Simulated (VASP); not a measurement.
# Rh (Immm) in VASP: a series of runs

The runs below take Rh through single point, with LDA.

Everything below comes from runs of VASP 6.6.1. Logs are shortened: lines on timing, memory, paths and dates and some standing lists are left out, and cuts for length are marked.

**1. The cell of the first run**

It takes space group Immm (No. 71, orthorhombic). Conventional cell: a = 2.150 Å, b = 2.947 Å, c = 3.754 Å, α = 90.00°, β = 90.00°, γ = 90.00°. Within 2.8 Å of Rh (site symmetry mmm) lie 10 Rh at 2.15 to 2.62 Å.

**2. Single point, LDA**

Contents of INCAR:

```
PREC     = Accurate       # precision mode
ENCUT    = 520            # plane-wave cutoff, eV
EDIFF    = 1E-6           # SCF threshold, eV
ISMEAR   = 0              # smearing method
SIGMA    = 0.15           # smearing width, eV
LREAL    = F              # projectors in reciprocal space
LASPH    = T              # aspherical terms in the spheres
NELM     = 100            # most SCF steps
ALGO     = Fast           # electronic algorithm
ISIF     = 2              # what is computed and relaxed
LWAVE    = F              # write WAVECAR
LCHARG   = F              # write CHGCAR
GGA      = CA             # functional
NBANDS   = 14             # bands
```

Contents of KPOINTS:

```
Automatic mesh
0
Gamma
  20 20 20
```

Contents of POSCAR:

```
Rh
1.0
   -0.2815552893      1.8019538512      1.8770352617
    1.8019538512     -0.2815552893      1.8770352617
    1.5203985620      1.5203985620      0.0000000000
Rh
1
Direct
    0.0000000000      0.0000000000      0.0000000000
```

Potentials or basis: VASP PAW LDA potentials, release 64 (Rh_pv).

Launch:

```console
> cat potpaw_LDA.64/Rh_pv/POTCAR > POTCAR
> mpirun -np 1 vasp_std > vasp.out
```

OUTCAR:

```text
PREC = Accurate
   ENCUT = 520
   EDIFF = 1E-6
   ISMEAR = 0
   LREAL = F
   LASPH = T
   NELM = 100
   ISIF = 2
   GGA = CA

 ion  position               nearest neighbor table
   1  0.000  0.000  0.000-

  LATTYP: Found a body centered orthorhombic cell.
 ALAT       =     2.1501682666
 B/A-ratio  =     1.3703703704
 C/A-ratio  =     1.7459426696

  Lattice vectors:

 A1 = (   0.2815552893,  -1.8019538512,  -1.8770352617)
 A2 = (  -0.2815552892,   1.8019538513,  -1.8770352617)
 A3 = (   1.8019538512,  -0.2815552893,   1.8770352617)

Analysis of symmetry for initial positions (statically):
=====================================================================
 Subroutine PRICEL returns:
 Original cell was already a primitive cell.

 Routine SETGRP: Setting up the symmetry group for a
 body centered orthorhombic supercell.

 Subroutine GETGRP returns: Found  8 space group operations
 (whereof  8 operations were pure point group operations)
 out of a pool of  8 trial point group operations.

The static configuration has the point symmetry D_2h.

Analysis of symmetry for dynamics (positions and initial velocities):
=====================================================================
 Subroutine PRICEL returns:
 Original cell was already a primitive cell.

 Routine SETGRP: Setting up the symmetry group for a
 body centered orthorhombic supercell.

 Subroutine GETGRP returns: Found  8 space group operations
 (whereof  8 operations were pure point group operations)
 out of a pool of  8 trial point group operations.

The dynamic configuration has the point symmetry D_2h.

 Subroutine INISYM returns: Found  8 space group operations
 (whereof  8 operations are pure point group operations),
 and found     1 'primitive' translations

----------------------------------------------------------------------------------------

                                     Primitive cell

  volume of cell :      11.8920

  direct lattice vectors                    reciprocal lattice vectors
    -0.281555289  1.801953851  1.877035262    -0.239979749  0.239979749  0.266377521
     1.801953851 -0.281555289  1.877035262     0.239979749 -0.239979749  0.266377521
     1.520398562  1.520398562  0.000000000     0.328861137  0.328861137 -0.266377521

  length of vectors
     2.617168783  2.617168783  2.150168267     0.431436604  0.431436604  0.535962945

  position of ions in fractional coordinates (direct lattice)
     0.000000000  0.000000000  0.000000000

  ion indices of the primitive-cell ions
   primitive index   ion index
                 1           1

----------------------------------------------------------------------------------------

 KPOINTS: Automatic mesh

Automatic generation of k-mesh.
 Grid dimensions read from file:
 generate k-points for:   20   20   20

 Generating k-lattice:

  Cartesian coordinates                     Fractional coordinates (reciprocal lattice)
    -0.011998987  0.011998987  0.013318876     0.050000000  0.000000000  0.000000000
     0.011998987 -0.011998987  0.013318876     0.000000000  0.050000000  0.000000000
     0.016443057  0.016443057 -0.013318876     0.000000000  0.000000000  0.050000000

  Length of vectors
     0.021571830  0.021571830  0.026798147

  Shift w.r.t. Gamma in fractional coordinates (k-lattice)
     0.000000000  0.000000000  0.000000000

 Subroutine IBZKPT returns following result:
 ===========================================

 Found   1166 irreducible k-points:

 Following reciprocal coordinates:
            Coordinates               Weight
  0.000000  0.000000  0.000000      1.000000
  0.050000  0.000000  0.000000      4.000000
  0.100000  0.000000  0.000000      4.000000
  0.150000  0.000000  0.000000      4.000000
  0.200000  0.000000  0.000000      4.000000
  0.250000  0.000000  0.000000      4.000000
[... 16 lines left out ...]
 -0.400000  0.050000  0.000000      4.000000
 -0.350000  0.050000  0.000000      4.000000
 [... further k-points ...]
   k-points           NKPTS =   1166   k-points in BZ     NKDIM =   1166   number of bands    NBANDS=     14
   number of dos      NEDOS =    301   number of ions     NIONS =      1
   total plane-waves  NPLWV =   6400
   dimension x,y,z NGX =    20 NGY =   20 NGZ =   16
   dimension x,y,z NGXF=    40 NGYF=   40 NGZF=   32
   ions per type =               1
   NGX,Y,Z   is equivalent  to a cutoff of  12.70, 12.70, 12.37 a.u.
   NGXF,Y,Z  is equivalent  to a cutoff of  25.41, 25.41, 24.74 a.u.
 SYSTEM =  unknown system
   PREC   = accura    normal or accurate (medium, high low for compatibility)
   ISTART =      0    job   : 0-new  1-cont  2-samecut
   ICHARG =      2    charge: 1-file 2-atom 10-const
   ISPIN  =      1    spin polarized calculation?
   LNONCOLLINEAR =      F non collinear calculations
   LSORBIT =      F    spin-orbit coupling
   LASPH  =      T    aspherical Exc in radial PAW
   ENCUT  =  520.0 eV  38.22 Ry    6.18 a.u.   4.87  4.87  4.00*2*pi/ulx,y,z
   NELM   =    100;   NELMIN=  2; NELMDL= -5     # of ELM steps
   EDIFF  = 0.1E-05   stopping-criterion for ELM
   LREAL  =      F    real-space projection
   EDIFFG = 0.1E-04   stopping-criterion for IOM
   NSW    =      0    number of steps for IOM
   IBRION =     -1    ionic relax: 0-MD 1-quasi-New 2-CG
   NFREE  =      0    steps in history (QN), initial steepest desc. (CG)
   ISIF   =      2    stress and relaxation
   ISYM   =      2    0-nonsym 1-usesym 2-fastsym
   POTIM  = 0.5000    time-step for ionic-motion
   TEBEG  =    0.0;   TEEND  =   0.0 temperature during run
   PSTRESS=    0.0 pullay stress
   NELECT =      15.0000    total number of electrons
   NUPDOWN=      -1.0000    fix difference up-down
   EMIN   =  10.00;   EMAX   =-10.00  energy-range for DOS
   EFERMI =   0.00;   METHOD = LEGACY
   ISMEAR =     0;   SIGMA  =   0.15  broadening in eV -4-tet -1-fermi 0-gaus
   EFERMI_NEDOS =   21; number of points for ismear=-14 and -15
   IALGO  =     68    algorithm
   IMIX   =      4    mixing-type and parameters
     AMIX     =   0.40;   BMIX     =  1.00
     AMIX_MAG =   1.60;   BMIX_MAG =  1.00
  volume/ion in A,a.u.               =      11.89        80.25
  Fermi-wavevector in a.u.,A,eV,Ry     =   1.768833  3.342610 42.569501  3.128770
  Thomas-Fermi vector in A             =   2.835942
   LORBIT       =      0    0 simple, 1 ext, 2 COOP (PROOUT), +10 PAW based schemes
   GGA     = CA    functional components
   LHFCALC =     F    Hartree Fock is set to
   AEXX    =    0.0000 exact exchange contribution
   IVDW    =     0    specifies the selected vdW correction
   LEPSILON=     F    determine dielectric tensor
   LRPA    =     F    only Hartree local field effects (RPA)
 non-spin polarized calculation
 RMM-DIIS sequential band-by-band and
 Gauss-broadening in eV      SIGMA  =   0.15
  energy-cutoff  :      520.00
  volume of cell :       11.89
 maximum number of plane-waves:       333
   NGX =  9   NGY =  9   NGZ =  7

 number of electron      15.0000002 magnetization

 Free energy of the ion-electron system (eV)
  ---------------------------------------------------
  ext. energy  EPLUGINS =         0.00000000
  ---------------------------------------------------
  free energy    TOTEN  =        -7.17608750 eV

  energy without entropy =       -7.16116105  energy(sigma->0) =       -7.16862428

 E-fermi :  14.5312     XC(G=0): -15.1987

 val. band max:       14.5308370678   @ k =   0.3500   0.1000   0.5000
 cond. band min:      14.5339403942   @ k =   0.4000   0.0000   0.3000
 fundamental gap:      0.0031033264
 Fermi energy:        14.5312494016

 k-point     1 :       0.0000    0.0000    0.0000
  band No.  band energies     occupation
      1     -31.8779      2.00000
      2     -31.7818      2.00000
      3     -31.3387      2.00000
      4       5.6563      2.00000
      5       7.9355      2.00000
      6       8.9422      2.00000
      7      13.8882      2.00000
      8      13.8908      2.00000
      9      14.7957      0.01267
     10      29.5440      0.00000
     11      32.8711      0.00000
     12      34.8531      0.00000
     13      36.8729      0.00000
     14      42.8885      0.00000

 k-point     2 :       0.0500    0.0000    0.0000
  band No.  band energies     occupation
      1     -31.8904      2.00000
      2     -31.7927      2.00000
      3     -31.3408      2.00000
      4       5.7506      2.00000
      5       7.9239      2.00000
      6       8.9715      2.00000
      7      13.8511      2.00000
      8      13.9167      2.00000
      9      14.7997      0.01139
     10      29.6396      0.00000
     11      32.7183      0.00000
     12      34.8531      0.00000
     13      36.8462      0.00000
     14      43.1078      0.00000

 k-point     3 :       0.1000    0.0000    0.0000
  band No.  band energies     occupation
      1     -31.9407      2.00000
      2     -31.8102      2.00000
      3     -31.3470      2.00000
      4       6.0173      2.00000
      5       7.8959      2.00000
      6       9.0626      2.00000
      7      13.7537      2.00000
      8      13.9815      2.00000
      9      14.8231      0.00594
     10      29.8364      0.00000
     11      32.2998      0.00000
     12      34.8532      0.00000
     13      36.9159      0.00000
     14      43.2900      0.00000

 k-point     4 :       0.1500    0.0000    0.0000
  band No.  band energies     occupation
      1     -32.0371      2.00000
      2     -31.8184      2.00000
      3     -31.3566      2.00000
      4       6.3972      2.00000
      5       7.8789      2.00000
      6       9.2285      2.00000
      7      13.6327      2.00000
      8      14.0479      1.99999
      9      14.8994      0.00052
     10      29.7531      0.00000
     11      31.9430      0.00000
     12      34.8532      0.00000
     13      37.2391      0.00000
     14      42.6762      0.00000

 k-point     5 :       0.2000    0.0000    0.0000
  band No.  band energies     occupation
      1     -32.1652      2.00000
      2     -31.8205      2.00000
      3     -31.3688      2.00000
      4       6.7564      2.00000
      5       7.9390      2.00000
      6       9.5071      2.00000
      7      13.5340      2.00000
      8      14.0735      1.99998
      9      15.0632      0.00000
     10      28.9553      0.00000
     11      32.0507      0.00000
[... 276 lines left out ...]
 k-point    22 :      -0.4500    0.0500    0.0000
  band No.  band energies     occupation
      1     -32.7385      2.00000
      2     -31.8382      2.00000
      3     -31.4254      2.00000
      4       6.7763      2.00000
      5       8.4794      2.00000
      6      12.8653      2.00000
      7      13.8958      2.00000
      8      14.5107      1.15387
      9      16.2845      0.00000
     10      22.6253      0.00000
     11      30.9402      0.00000
     12      34.8531      0.00000
     13      36.1076      0.00000
     14      44.0384      0.00000

 k-point    23 :      -0.4000    0.0500    0.0000
  band No.  band energies     occupation
      1     -32.6787      2.00000
      2     -31.8425      2.00000
      3     -31.4189      2.00000
      4       6.8267      2.00000
      5       8.4476      2.00000
      6      12.5738      2.00000
      7      13.9224      2.00000
      8      14.1104      1.99993
      9      16.1103      0.00000
     10      23.4310      0.00000
     11      31.1487      0.00000
     12      34.8530      0.00000
     13      36.4429      0.00000
     14      42.8352      0.00000

 k-point    24 :      -0.3500    0.0500    0.0000
  band No.  band energies     occupation
      1     -32.5826      2.00000
      2     -31.8466      2.00000
      3     -31.4091      2.00000
      4       6.8992      2.00000
      5       8.4079      2.00000
      6      11.7797      2.00000
      7      13.9260      2.00000
      8      13.9687      2.00000
      9      15.8556      0.00000
     10      24.5971      0.00000
     11      31.4776      0.00000
     12      34.8531      0.00000
     13      37.0485      0.00000
     14      41.4796      0.00000

 [... further k-points ...]

------------------------ aborting loop because EDIFF is reached ----------------------------------------

  FORCE on cell =-STRESS in cart. coord.  units (eV):
  Direction    XX          YY          ZZ          XY          YZ          ZX
  --------------------------------------------------------------------------------------
  -------------------------------------------------------------------------------------
  Total        8.8329554      8.8329554      2.8140346      7.7038500     -0.0000000     -0.0000000
  in kB     1190.0393850   1190.0393850    379.1270059   1037.9181635     -0.0000000     -0.0000000
  external PRESSURE =     919.7352586 kB  Pullay stress =       0.0000000 kB

 VOLUME and BASIS-vectors are now :
 -----------------------------------------------------------------------------
  energy-cutoff  :      520.00
  volume of cell :       11.89
      direct lattice vectors                 reciprocal lattice vectors
    -0.281555289  1.801953851  1.877035262    -0.239979749  0.239979749  0.266377521
     1.801953851 -0.281555289  1.877035262     0.239979749 -0.239979749  0.266377521
     1.520398562  1.520398562  0.000000000     0.328861137  0.328861137 -0.266377521

 POSITION                                       TOTAL-FORCE (eV/Angst)
 -----------------------------------------------------------------------------------
      0.00000      0.00000      0.00000         0.000000     -0.000000      0.000000
 -----------------------------------------------------------------------------------
    total drift:                                0.000000     -0.000000      0.000000

  FREE ENERGIE OF THE ION-ELECTRON SYSTEM (eV)
  ---------------------------------------------------
  free  energy   TOTEN  =        -7.1760875008 eV

  energy  without entropy=       -7.1611610492  energy(sigma->0) =       -7.16862428
```

It took 1.9 min on 1 thread of Intel Xeon Platinum 8259CL at 2.50GHz (Skylake/Cascade Lake), shared host; peak memory 0.27 GiB.

Results:

- Free energy: -7.1761 eV
- Pressure: 92.0 GPa
- Band gap on the k mesh: zero (an odd number of electrons rules out a gap without spin polarisation)

Caveat: the cell stands under pressure.

**3. Single point, LDA**

This run uses another cell than the first one, of 12.06 Å³/atom.

Contents of INCAR:

```
SYSTEM = Rh
PREC = Accurate
ENCUT = 520
EDIFF = 1E-6
ISMEAR = 0
SIGMA = 0.15
LREAL = .False.
LASPH = .True.
NELM = 60
ALGO = Fast
ISIF = 2
LWAVE = .False.
LCHARG = .False.
NBANDS = 14
```

Contents of KPOINTS:

```
regular mesh
0
Gamma
  20 20 20
  0 0 0
```

Contents of POSCAR:

```
Rh
1.0
   -0.1877035262      1.8019538512      1.8770352617
    1.8019538512     -0.1877035262      1.8770352617
    1.6142503251      1.6142503251      0.0000000000
Rh
1
Direct
    0.0000000000      0.0000000000      0.0000000000
```

Potentials or basis: VASP PAW LDA potentials, release 64 (Rh_pv).

Launch:

```console
> cat potpaw_LDA.64/Rh_pv/POTCAR > POTCAR
> mpirun -np 1 vasp_std > vasp.out
```

Run time: 2.1 min. Hardware: 1 thread of Intel Xeon Platinum 8259CL at 2.50GHz (Skylake/Cascade Lake), shared host; peak memory 0.27 GiB.

The run converged. Its results:

```
Free energy            : -7.9651 eV
Pressure               : 58.5 GPa
Band gap on the k mesh : zero (an odd number of electrons rules out a gap without spin polarisation)
```

Stress tensor (GPa, compression positive):
```
73.90 70.28  0.00
70.28 73.90  0.00
 0.00  0.00 27.59
```

Levels at points of the mesh, in eV from the Fermi level:
```csv
k point,band 4,band 5,band 6,band 7,band 8,band 9,band 10,band 11
"(0.00, 0.00, 0.00)",-8.89,-5.31,-4.94,-1.72,-0.94,-0.33,15.41,19.45
"(0.50, 0.00, 0.00)",-7.38,-5.40,-1.74,-0.41,-0.15,1.33,8.51,16.14
"(0.50, 0.50, 0.00)",-7.83,-7.33,1.15,1.38,1.51,2.82,10.80,13.16
"(0.00, 0.00, 0.50)",-7.43,-5.14,-2.90,0.16,1.65,2.11,12.30,14.87
"(0.50, 0.00, 0.50)",-7.72,-7.31,0.20,0.78,2.15,4.19,13.53,14.67
```

Caveat: the cell stands under pressure.

**4. Single point, LDA**

This run uses another cell than the first one, of 12.16 Å³/atom.

Contents of INCAR:

```
  PREC = Accurate
  ENCUT = 520
  EDIFF = 1E-6
  ISMEAR = 0
  SIGMA = 0.15
  LREAL = False
  LASPH = True
  NELM = 100
  ALGO = Fast
  ISIF = 2
  LWAVE = False
  LCHARG = True
  LELF = True
  LVHAR = True
  NBANDS = 14
```

Contents of KPOINTS:

```
Automatic mesh
0
Gamma
  20 20 20
```

Contents of POSCAR:

```
Rh
1.0
   -0.0938517631      1.8019538512      1.8770352617
    1.8019538512     -0.0938517631      1.8770352617
    1.7081020881      1.7081020881      0.0000000000
Rh
1
Direct
    0.0000000000      0.0000000000      0.0000000000
```

Launch:

```console
> cat potpaw_LDA.64/Rh_pv/POTCAR > POTCAR
> mpirun -np 1 vasp_std > vasp.out
```

Wall time 2.8 min (1 thread of Intel Xeon Platinum 8259CL at 2.50GHz (Skylake/Cascade Lake), shared host); peak memory 0.28 GiB.

It converged, with:

* Free energy: -8.4234 eV
* Pressure: 39.4 GPa
* Band gap on the k mesh: zero (an odd number of electrons rules out a gap without spin polarisation)

Stress tensor (GPa, compression positive):
```
46.80 35.60  0.00
35.60 46.80  0.00
 0.00  0.00 24.61
```

Levels at points of the mesh, in eV from the Fermi level:
```csv
k point,band 5,band 6,band 7,band 8,band 9,band 10
"(0.00, 0.00, 0.00)",-4.43,-4.29,-2.70,-1.33,-0.72,15.69
"(0.50, 0.00, 0.00)",-4.73,-2.71,0.04,0.37,0.92,9.15
"(0.50, 0.50, 0.00)",-7.21,0.85,1.26,1.27,2.79,12.50
"(0.00, 0.00, 0.50)",-4.35,-3.50,0.35,1.29,1.29,10.99
"(0.50, 0.00, 0.50)",-7.20,0.48,0.94,1.73,3.84,13.42
```

Caveat: the cell stands under pressure.

**5. Single point, LDA**

This run uses another cell than the first one, of 12.23 Å³/atom.

Contents of INCAR:

```
SYSTEM = Rh
  ALGO = Fast
  EDIFF = 1E-6
  ENCUT = 520
  GGA = CA
  ISIF = 2
  ISMEAR = 0
  LASPH = .TRUE.
  LCHARG = .TRUE.
  LELF = .TRUE.
  LREAL = .FALSE.
  LVHAR = .TRUE.
  LWAVE = .FALSE.
  NBANDS = 14
  NELM = 100
  PREC = Accurate
  SIGMA = 0.15
```

Contents of KPOINTS:

```
k-points
0
G
  20 20 20
  0 0 0
```

Contents of POSCAR:

```
Rh
1.0
   -0.2815552893      1.8269184202      1.8770352617
    1.8269184202     -0.2815552893      1.8770352617
    1.5453631310      1.5453631310      0.0000000000
Rh
1
Direct
    0.0000000000      0.0000000000      0.0000000000
```

Launch:

```console
> cat potpaw_LDA.64/Rh_pv/POTCAR > POTCAR
> mpirun -np 1 vasp_std > vasp.out
```

Run time: 2.5 min. Hardware: 1 thread of Intel Xeon Platinum 8259CL at 2.50GHz (Skylake/Cascade Lake), shared host; peak memory 0.27 GiB.

The run converged. Its results:

| Quantity | Value |
| --- | --- |
| Free energy | -7.4349 eV |
| Pressure | 71.9 GPa |
| Band gap on the k mesh | zero (an odd number of electrons rules out a gap without spin polarisation) |

Stress tensor (GPa, compression positive):
```
95.18 89.74  0.00
89.74 95.18  0.00
 0.00  0.00 25.20
```

Levels at points of the mesh, in eV from the Fermi level:
```
           k point  band 3  band 4  band 5  band 6  band 7  band 8  band 9  band 10  band 11  band 12
(0.00, 0.00, 0.00)  -45.88   -8.66   -6.17   -5.36   -0.72   -0.48    0.14    15.10    18.15    20.39
(0.50, 0.00, 0.00)  -45.97   -7.49   -5.70   -0.79   -0.74   -0.72    1.72     7.69    16.54    20.39
(0.50, 0.50, 0.00)  -46.07   -8.04   -7.18    1.44    1.49    1.78    2.98     9.06    13.09    20.38
(0.00, 0.00, 0.50)  -46.24   -7.43   -5.81   -2.19    0.04    1.86    2.95    13.33    14.95    18.25
(0.50, 0.00, 0.50)  -46.34   -7.65   -7.26   -0.07    0.56    2.37    4.51    13.71    15.00    15.12
```

Caveat: the cell stands under pressure.

**6. Overview**

| cell | gap on the mesh (eV) | pressure (GPa) |
| --- | --- | --- |
| a = 2.617, b = 2.617, c = 2.150 Å, angles 65.7, 65.7, 68.5°, 1 atom | none | 92.0 |
| a = 2.609, b = 2.609, c = 2.283 Å, angles 64.1, 64.1, 65.3°, 1 atom | none | 58.5 |
| a = 2.604, b = 2.604, c = 2.416 Å, angles 62.4, 62.4, 62.0°, 1 atom | none | 39.4 |
| a = 2.634, b = 2.634, c = 2.185 Å, angles 65.5, 65.5, 68.9°, 1 atom | none | 71.9 |

Alike in all rows: task single point; level LDA; potentials or basis VASP PAW LDA potentials, release 64 (Rh_pv); no spin polarisation; k mesh 20 × 20 × 20; cutoff (eV) 520; smearing gaussian 0.15 eV.

Caveats: the cell stands under pressure.

Absolute energies hang on the potentials; compare differences alone.
